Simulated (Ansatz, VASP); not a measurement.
# Ir: VASP beside Ansatz

Contents of INCAR:

```
  PREC = Accurate
  ENCUT = 400
  EDIFF = 1E-8
  ISMEAR = -1
  SIGMA = 0.05
  LREAL = F
  LASPH = T
  NELM = 120
  ALGO = Normal
  ISIF = 2
  LWAVE = F
  LCHARG = F
  GGA = PE
  LEFG = T
  NBANDS = 10
  GGA_COMPAT = F
```

Contents of KPOINTS:

```
regular mesh
0
Gamma
  18 18 18
```

Contents of POSCAR:

```
Ir
1.0
    0.0000000000      1.8909045000      1.9197000000
    1.8909045000      0.0000000000      1.9197000000
    1.8909045000      1.8909045000      0.0000000000
Ir
1
Direct
    0.0000000000      0.0000000000      0.0000000000
```

Input for Ansatz:

```yaml
crystal:
  lattice:
    - [0.0, 1.8909045, 1.9197]
    - [1.8909045, 0.0, 1.9197]
    - [1.8909045, 1.8909045, 0.0]
  atoms:
    - { symbol: Ir, position: [0.0, 0.0, 0.0] }
kpoints:
  mp_grid: { grid: [18, 18, 18] }
scf:
  occupations: { method: fermi_dirac, width: 0.05 }
hamiltonian:
  xc: pbe
  pseudopotentials: { kind: paw }
output:
  forces: true
  stress: true
  eigenvalues: true
  efg: { contact_densities: true }
```

Change from the starting cell: x and y stretched by -1.5 %, z held, PAW files.

Alike in both runs: task electric field gradients; functional PBE; k mesh 18 × 18 × 18; occupations fermi-dirac, width 0.05 eV; no spin polarisation.

|  | VASP | Ansatz |
| --- | --- | --- |
| version | VASP 6.6.1 | Ansatz 0.2.0 |
| potentials or method | VASP PAW PBE potentials, release 64 (Ir) | PAW with Ansatz's default frozen-core files, scalar-relativistic |
| plane-wave cutoff (eV) | 400 | 420 |
| valence electrons in the cell | 9 | 17 |

```csv
,VASP,Ansatz,Ansatz less VASP
pressure (GPa),22.7,21.9,-0.86
"traceless stress, the component that is largest in VASP (GPa)",-4.36,-4.38,-0.021
size of Vzz on the site where it differs most (V/Å²),12.4,12.5,+0.10
```

With one functional, cell and mesh, what is left measures potentials, basis and numerics. VASP's potentials hold 9 valence electrons a cell and Ansatz's 17, so a difference there can come from the potentials and not from the codes.

Spin-orbit coupling is off throughout.
